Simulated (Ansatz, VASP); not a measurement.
Two plane-wave programs on SnO

```xyz
4
Lattice="3.8358 0.0000 0.0000 0.0000 3.8358 0.0000 0.0000 0.0000 4.7512" Properties=species:S:1:pos:R:3 pbc="T T T"
Sn    0.0000    1.9179    1.1572
Sn    1.9179    0.0000    3.5939
O     0.0000    0.0000    0.0000
O     1.9179    1.9179    0.0000
```

Alike in both runs: task single point; functional PBE; k mesh 6 × 6 × 4; occupations gaussian, width 0.05 eV; non-collinear spin, spin-orbit coupling.

|  | VASP | Ansatz |
| --- | --- | --- |
| version | VASP 6.6.1 | Ansatz 0.2.0 |
| potentials or method | VASP PAW PBE potentials, release 64 (Sn_d, O), cutoff 520 eV | plane waves, PAW |
| valence electrons in the cell | 40 | 40 |

|  | VASP | Ansatz | Ansatz less VASP |
| --- | --- | --- | --- |
| pressure (GPa) | 2.5 | 2.2 | -0.25 |
| traceless stress, the component that is largest in VASP (GPa) | 0.15 | 0.16 | +0.010 |
| rms of the force components (eV/Å) | 0.045 | 0.014 | -0.0305 |
| net moment per atom (μB) | 0.00 | 0.00 | 0.000 |

Atom by atom the forces differ by 0.030 eV/Å (rms over components).
